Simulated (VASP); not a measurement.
# Fe in VASP: notebook

The runs below take Fe through single point, with PBE.

All numbers are computed with VASP 6.6.1; they aren't measurements. Logs are shortened: lines on timing, memory, paths and dates and some standing lists are left out, and cuts for length are marked.

**1. The cell of the first run**

The cell holds a slab with vacuum, 1 atom: a = 4.004 Å, b = 4.004 Å, c = 16.000 Å, α = 90.00°, β = 90.00°, γ = 120.00°.

**2. Single point, PBE, collinear spin, ferromagnetic start**

The input, INCAR:

```
  PREC = Accurate
  ENCUT = 520
  EDIFF = 1E-6
  ISMEAR = -1
  SIGMA = 0.1
  LREAL = F
  LASPH = T
  NELM = 150
  ALGO = Normal
  ISIF = 2
  LWAVE = F
  LCHARG = F
  ISPIN = 2
  MAGMOM = 2.5
  LORBIT = 11
  LMAXMIX = 4
  LDIPOL = T
  IDIPOL = 3
  DIPOL = 0.5 0.5 0.500
  GGA = PE
  NBANDS = 14
```

The input, KPOINTS:

```
regular mesh
0
Gamma
  11 11 1
```

The input, POSCAR:

```
Fe
1.0
    4.0041382870      0.0000000000      0.0000000000
   -2.0020691435      3.4676854768      0.0000000000
    0.0000000000      0.0000000000     16.0000000000
Fe
1
Direct
    0.0000000000      0.0000000000      0.5000000000
```

Potentials or basis: VASP PAW PBE potentials, release 64 (Fe).

Launch:

```
> cat potpaw_PBE.64/Fe/POTCAR > POTCAR
> mpirun -np 1 vasp_std > vasp.out
```

OUTCAR:

```text
PREC = Accurate
   ENCUT = 520
   EDIFF = 1E-6
   ISMEAR = -1
   LREAL = F
   LASPH = T
   NELM = 150
   ISIF = 2
   ISPIN = 2
   LORBIT = 11
   GGA = PE

 ion  position               nearest neighbor table
   1  0.000  0.000  0.500-

  LATTYP: Found a hexagonal cell.
 ALAT       =     4.0041382870
 C/A-ratio  =     3.9958659899

  Lattice vectors:

 A1 = (   4.0041382870,   0.0000000000,   0.0000000000)
 A2 = (  -2.0020691435,   3.4676854768,   0.0000000000)
 A3 = (   0.0000000000,   0.0000000000,  16.0000000000)

Analysis of symmetry for initial positions (statically):
=====================================================================
 Subroutine PRICEL returns:
 Original cell was already a primitive cell.

 Routine SETGRP: Setting up the symmetry group for a
 hexagonal supercell.

 Subroutine GETGRP returns: Found 24 space group operations
 (whereof 24 operations were pure point group operations)
 out of a pool of 24 trial point group operations.

The static configuration has the point symmetry D_6h.

Analysis of symmetry for dynamics (positions and initial velocities):
=====================================================================
 Subroutine PRICEL returns:
 Original cell was already a primitive cell.

 Routine SETGRP: Setting up the symmetry group for a
 hexagonal supercell.

 Subroutine GETGRP returns: Found 24 space group operations
 (whereof 24 operations were pure point group operations)
 out of a pool of 24 trial point group operations.

The dynamic configuration has the point symmetry D_6h.

Analysis of structural, dynamic, and magnetic symmetry:
=====================================================================
 Subroutine PRICEL returns:
 Original cell was already a primitive cell.

 Routine SETGRP: Setting up the symmetry group for a
 hexagonal supercell.

 Subroutine GETGRP returns: Found 24 space group operations
 (whereof 24 operations were pure point group operations)
 out of a pool of 24 trial point group operations.

The overall configuration has the point symmetry D_6h.

 Subroutine INISYM returns: Found 24 space group operations
 (whereof 24 operations are pure point group operations),
 and found     1 'primitive' translations

----------------------------------------------------------------------------------------

                                     Primitive cell

  volume of cell :     222.1615

  direct lattice vectors                    reciprocal lattice vectors
     4.004138287  0.000000000  0.000000000     0.249741624  0.144188394  0.000000000
    -2.002069143  3.467685477  0.000000000     0.000000000  0.288376788  0.000000000
     0.000000000  0.000000000 16.000000000     0.000000000  0.000000000  0.062500000

  length of vectors
     4.004138287  4.004138287 16.000000000     0.288376788  0.288376788  0.062500000

  position of ions in fractional coordinates (direct lattice)
     0.000000000  0.000000000  0.500000000

  ion indices of the primitive-cell ions
   primitive index   ion index
                 1           1

----------------------------------------------------------------------------------------

 KPOINTS: regular mesh

Automatic generation of k-mesh.
 Grid dimensions read from file:
 generate k-points for:   11   11    1

 Generating k-lattice:

  Cartesian coordinates                     Fractional coordinates (reciprocal lattice)
     0.022703784  0.013108036  0.000000000     0.090909091  0.000000000  0.000000000
     0.000000000  0.026216072  0.000000000     0.000000000  0.090909091  0.000000000
     0.000000000  0.000000000  0.062500000     0.000000000  0.000000000  1.000000000

  Length of vectors
     0.026216072  0.026216072  0.062500000

  Shift w.r.t. Gamma in fractional coordinates (k-lattice)
     0.000000000  0.000000000  0.000000000

 Subroutine IBZKPT returns following result:
 ===========================================

 Found     16 irreducible k-points:

 Following reciprocal coordinates:
            Coordinates               Weight
  0.000000  0.000000  0.000000      1.000000
  0.090909  0.000000  0.000000      6.000000
  0.181818 -0.000000  0.000000      6.000000
  0.272727 -0.000000  0.000000      6.000000
  0.363636 -0.000000  0.000000      6.000000
  0.454545 -0.000000  0.000000      6.000000
[... 8 lines left out ...]
  0.272727  0.272727  0.000000      6.000000
  0.363636  0.272727  0.000000      6.000000
   k-points           NKPTS =     16   k-points in BZ     NKDIM =     16   number of bands    NBANDS=     14
   number of dos      NEDOS =    301   number of ions     NIONS =      1
   total plane-waves  NPLWV = 108000
   dimension x,y,z NGX =    30 NGY =   30 NGZ =  120
   dimension x,y,z NGXF=    60 NGYF=   60 NGZF=  240
   ions per type =               1
   NGX,Y,Z   is equivalent  to a cutoff of  12.46, 12.46, 12.47 a.u.
   NGXF,Y,Z  is equivalent  to a cutoff of  24.91, 24.91, 24.94 a.u.
 SYSTEM =  unknown system
   PREC   = accura    normal or accurate (medium, high low for compatibility)
   ISTART =      0    job   : 0-new  1-cont  2-samecut
   ICHARG =      2    charge: 1-file 2-atom 10-const
   ISPIN  =      2    spin polarized calculation?
   LNONCOLLINEAR =      F non collinear calculations
   LSORBIT =      F    spin-orbit coupling
   LASPH  =      T    aspherical Exc in radial PAW
   ENCUT  =  520.0 eV  38.22 Ry    6.18 a.u.   7.45  7.45 29.75*2*pi/ulx,y,z
   NELM   =    150;   NELMIN=  2; NELMDL= -5     # of ELM steps
   EDIFF  = 0.1E-05   stopping-criterion for ELM
   LREAL  =      F    real-space projection
   EDIFFG = 0.1E-04   stopping-criterion for IOM
   NSW    =      0    number of steps for IOM
   IBRION =     -1    ionic relax: 0-MD 1-quasi-New 2-CG
   NFREE  =      0    steps in history (QN), initial steepest desc. (CG)
   ISIF   =      2    stress and relaxation
   ISYM   =      2    0-nonsym 1-usesym 2-fastsym
   POTIM  = 0.5000    time-step for ionic-motion
   TEBEG  =    0.0;   TEEND  =   0.0 temperature during run
   PSTRESS=    0.0 pullay stress
   NELECT =       8.0000    total number of electrons
   NUPDOWN=      -1.0000    fix difference up-down
   EMIN   =  10.00;   EMAX   =-10.00  energy-range for DOS
   EFERMI =   0.00;   METHOD = LEGACY
   ISMEAR =    -1;   SIGMA  =   0.10  broadening in eV -4-tet -1-fermi 0-gaus
   EFERMI_NEDOS =   21; number of points for ismear=-14 and -15
   IALGO  =     38    algorithm
   IMIX   =      4    mixing-type and parameters
     AMIX     =   0.40;   BMIX     =  1.00
     AMIX_MAG =   1.60;   BMIX_MAG =  1.00
  volume/ion in A,a.u.               =     222.16      1499.22
  Fermi-wavevector in a.u.,A,eV,Ry     =   0.540607  1.021600  3.976388  0.292256
  Thomas-Fermi vector in A             =   1.567815
   LORBIT       =     11    0 simple, 1 ext, 2 COOP (PROOUT), +10 PAW based schemes
   GGA     = PE    functional components
   LHFCALC =     F    Hartree Fock is set to
   AEXX    =    0.0000 exact exchange contribution
   IVDW    =     0    specifies the selected vdW correction
   LEPSILON=     F    determine dielectric tensor
   LRPA    =     F    only Hartree local field effects (RPA)
 spin polarized calculation
  energy-cutoff  :      520.00
  volume of cell :      222.16
 maximum number of plane-waves:      6015
 NGX is ok and might be reduce to    30
   NGX = 15   NGY = 15   NGZ = 59

 dipolmoment           0.000000      0.000000      0.000000 electrons x Angstroem

 number of electron       8.0000006 magnetization       3.7671282

 dipolmoment           0.000000      0.000000     -0.000000 electrons x Angstroem

 Free energy of the ion-electron system (eV)
  ---------------------------------------------------
  ext. energy  EPLUGINS =         0.00000000
  ---------------------------------------------------
  free energy    TOTEN  =        -4.01250940 eV

  energy without entropy =       -3.82052617  energy(sigma->0) =       -3.91651779

 E-fermi :  -3.4496     XC(G=0):  -2.0781

 val. band max:       -3.4521591749   @ k =   0.3636   0.1818   0.0000
 cond. band min:      -3.4366829906   @ k =   0.0909   0.0909   0.0000
 fundamental gap:      0.0154761843
 Fermi energy:        -3.4495764014

 spin component 1

 k-point     1 :       0.0000    0.0000    0.0000
  band No.  band energies     occupation
      1      -6.7785      1.00000
      2      -6.6410      1.00000
      3      -6.6410      1.00000
      4      -6.0955      1.00000
      5      -6.0340      1.00000
      6      -6.0340      1.00000
      7      -1.9577      0.00000
      8       0.3383      0.00000
      9       1.2582      0.00000
     10       1.5370      0.00000
     11       3.9009      0.00000
     12       4.2448      0.00000
     13       4.8677      0.00000
     14       4.8677      0.00000
[... 240 lines left out ...]
  band No.  band energies     occupation
      1      -6.6385      1.00000
      2      -6.5752      1.00000
      3      -6.5714      1.00000
      4      -6.1408      1.00000
      5      -6.1120      1.00000
      6      -3.1277      0.03845
      7      -1.4719      0.00000
      8      -0.5260      0.00000
      9       0.9040      0.00000
     10       2.9792      0.00000
     11       3.7801      0.00000
     12       4.0923      0.00000
     13       4.1686      0.00000
     14       5.0465      0.00000
 Fermi energy:        -3.4495764014

 spin component 2

 k-point     1 :       0.0000    0.0000    0.0000
  band No.  band energies     occupation
      1      -5.5390      1.00000
      2      -3.3582      0.28624
      3      -3.3582      0.28624
      4      -3.1963      0.07359
      5      -3.1963      0.07359
      6      -2.7420      0.00084
      7      -1.5598      0.00000
      8       0.4285      0.00000
      9       1.3208      0.00000
     10       1.6558      0.00000
     11       4.0114      0.00000
     12       4.4172      0.00000
     13       5.9215      0.00000
     14       5.9215      0.00000
[... 241 lines left out ...]
      1      -3.5571      0.74553
      2      -3.5012      0.62620
      3      -3.3446      0.25927
      4      -3.2126      0.08553
      5      -2.6237      0.00026
      6      -1.8616      0.00000
      7      -0.8787      0.00000
      8       0.1362      0.00000
      9       1.7020      0.00000
     10       3.1687      0.00000
     11       3.9855      0.00000
     12       4.1960      0.00000
     13       4.2068      0.00000
     14       5.1661      0.00000

------------------------ aborting loop because EDIFF is reached ----------------------------------------

 vacuum level on the upper side and lower side of the slab       (xc-potential included)        -0.002        -0.002

  FORCE on cell =-STRESS in cart. coord.  units (eV):
  Direction    XX          YY          ZZ          XY          YZ          ZX
  --------------------------------------------------------------------------------------
  -------------------------------------------------------------------------------------
  Total       -1.9165158     -1.9165158     -0.0115961      0.0000000     -0.0000000      0.0000000
  in kB      -13.8214703    -13.8214703     -0.0836282      0.0000000     -0.0000000      0.0000000
  external PRESSURE =      -9.2421896 kB  Pullay stress =       0.0000000 kB

 VOLUME and BASIS-vectors are now :
 -----------------------------------------------------------------------------
  energy-cutoff  :      520.00
  volume of cell :      222.16
      direct lattice vectors                 reciprocal lattice vectors
     4.004138287  0.000000000  0.000000000     0.249741624  0.144188394  0.000000000
    -2.002069143  3.467685477  0.000000000     0.000000000  0.288376788  0.000000000
     0.000000000  0.000000000 16.000000000     0.000000000  0.000000000  0.062500000

 POSITION                                       TOTAL-FORCE (eV/Angst)
 -----------------------------------------------------------------------------------
      0.00000      0.00000      8.00000         0.000000      0.000000      0.000000
 -----------------------------------------------------------------------------------
    total drift:                                0.000000      0.000000      0.000000

  FREE ENERGIE OF THE ION-ELECTRON SYSTEM (eV)
  ---------------------------------------------------
  free  energy   TOTEN  =        -4.0125094049 eV

  energy  without entropy=       -3.8205261719  energy(sigma->0) =       -3.91651779

 vacuum level on the upper side and lower side of the slab         0.725         0.725

 total charge

# of ion       s       p       d       tot
------------------------------------------
    1        0.431   0.027   6.000   6.458

 magnetization (x)

# of ion       s       p       d       tot
------------------------------------------
    1        0.122   0.003   3.364   3.489
```

It took 3.7 min on 1 thread of Intel Xeon 6975P-C, shared host; peak memory 0.4 GiB.

What came out:

* Free energy: -4.0125 eV
* Net moment: 3.77 μB per cell
* Site moments: Fe +3.49 μB
* Valence electrons inside the program's atomic spheres: Fe 6.46

**3. Single point, PBE, collinear spin, ferromagnetic start**

The input, INCAR:

```
SYSTEM = Fe
PREC = Accurate ; ENCUT = 520
EDIFF = 1E-6 ; ISMEAR = -1
SIGMA = 0.1 ; LREAL = .False.
LASPH = .True. ; NELM = 150
ALGO = Normal ; ISIF = 2
LWAVE = .False. ; LCHARG = .False.
ISPIN = 2 ; MAGMOM = 2.5
LORBIT = 11 ; LMAXMIX = 4
LDIPOL = .True. ; IDIPOL = 3
DIPOL = 0.5 0.5 0.500 ; GGA = PE
NBANDS = 14
```

The input, KPOINTS:

```
regular mesh
0
Gamma
  11 11 1
  0 0 0
```

POSCAR is that of step 2.

Potentials or basis: VASP PAW PBE potentials, release 64 (Fe).

Launch:

```
> cat potpaw_PBE.64/Fe/POTCAR > POTCAR
> mpirun -np 1 vasp_std > vasp.out
```

It took 4.1 min on 1 thread of Intel Xeon 6975P-C, shared host; peak memory 0.4 GiB.

Results (log left out):

```yaml
Free_energy: -4.0125 eV
Net_moment: 3.77 μB per cell
Site_moments: Fe +3.49 μB
Valence_electrons_inside_the_program's_atomic_spheres: Fe 6.46
```

Levels at points of the mesh, in eV from the Fermi level:
Spin up:
| k point | band 2 | band 3 | band 4 | band 5 | band 6 | band 7 | band 8 | band 9 | band 10 | band 11 |
| --- | --- | --- | --- | --- | --- | --- | --- | --- | --- | --- |
| (0.00, 0.00, 0.00) | -3.19 | -3.19 | -2.65 | -2.58 | -2.58 | 1.49 | 3.79 | 4.71 | 4.99 | 7.35 |
Spin down:
| k point | band 1 | band 2 | band 3 | band 4 | band 5 | band 6 |
| --- | --- | --- | --- | --- | --- | --- |
| (0.00, 0.00, 0.00) | -2.09 | 0.09 | 0.09 | 0.25 | 0.25 | 0.71 |
